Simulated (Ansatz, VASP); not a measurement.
**ZnCd3Te2 in VASP and in Ansatz**

```
Zn Cd Te
1.0
     5.91999    0.00000    0.00000
    -2.95999    5.12686    0.00000
     0.00000    0.00000    5.23797
Zn Cd Te
1 3 2
Cartesian
  0.0000 0.0000 2.6190
  2.9600 0.0000 2.6190
  -1.4800 2.5634 2.6190
  1.4800 2.5634 2.6190
  0.0000 3.4179 0.9211
  2.9600 1.7090 4.3169
```

Alike in both runs: task single point; functional PBE; k mesh 3 × 3 × 4; occupations gaussian, width 0.1 eV; no spin polarisation.

|  | VASP | Ansatz |
| --- | --- | --- |
| version | VASP 6.6.1 | Ansatz 0.2.0 |
| potentials or method | VASP PAW PBE potentials, release 64 (Zn, Cd, Te), cutoff 520 eV | scalar-relativistic, plane waves, PAW |
| valence electrons in the cell | 60 | 104 |

Ansatz gave:

```
gap on the k mesh at the Fermi level (eV)                     : none
pressure (GPa)                                                : 24.9
traceless stress, the component that is largest in VASP (GPa) : 6.00
rms of the force components (eV/Å)                            : 2.891
```

What did VASP give for the same quantities?

gap on the k mesh at the Fermi level (eV): none; pressure (GPa): 25.6; traceless stress, the component that is largest in VASP (GPa): 6.02; rms of the force components (eV/Å): 2.964.

Atom by atom the forces differ by 0.073 eV/Å (rms over components). A gap of «none» marks a metal or a gap that the smearing closes. The functional is the same, so the differences come from potentials, cutoffs and numerics. VASP's potentials hold 60 valence electrons a cell and Ansatz's 104, so a difference there can come from the potentials and not from the codes.

The k mesh is coarse, so the values compare programs but aren't converged. Spin-orbit coupling is off throughout.
